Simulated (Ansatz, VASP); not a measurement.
# Mn: VASP beside Ansatz

```
Mn
1.0
     2.45351    0.00000    0.00000
    -1.22675    2.12480    0.00000
     0.00000    0.00000    3.96344
Mn
2
Direct
  0.33333 0.66667 0.25000
  0.66667 0.33333 0.75000
```

Alike in both runs: functional PBEsol; k mesh 14 × 14 × 8; occupations fermi-dirac, width 0.1 eV; no spin polarisation.

Ansatz relaxed the structure, and its values are those at the end. VASP's run is a single point on that final structure, the one shown.

|  | VASP | Ansatz |
| --- | --- | --- |
| version | VASP 6.6.1 | Ansatz 0.2.0 |
| potentials or method | VASP PAW PBE potentials, release 64 (Mn_pv), cutoff 520 eV | plane waves (420 eV) with PAW, scalar-relativistic |
| valence electrons in the cell | 26 | 30 |

```tsv
	VASP	Ansatz	Ansatz less VASP
pressure (GPa)	0.0	0.0	+0.04
```

VASP's potentials were made for PBE, not for PBEsol, and Ansatz warns of the same on its side. With one functional, cell and mesh, what is left measures potentials, basis and numerics. VASP's potentials hold 26 valence electrons a cell and Ansatz's 30, so a difference there can come from the potentials and not from the codes.
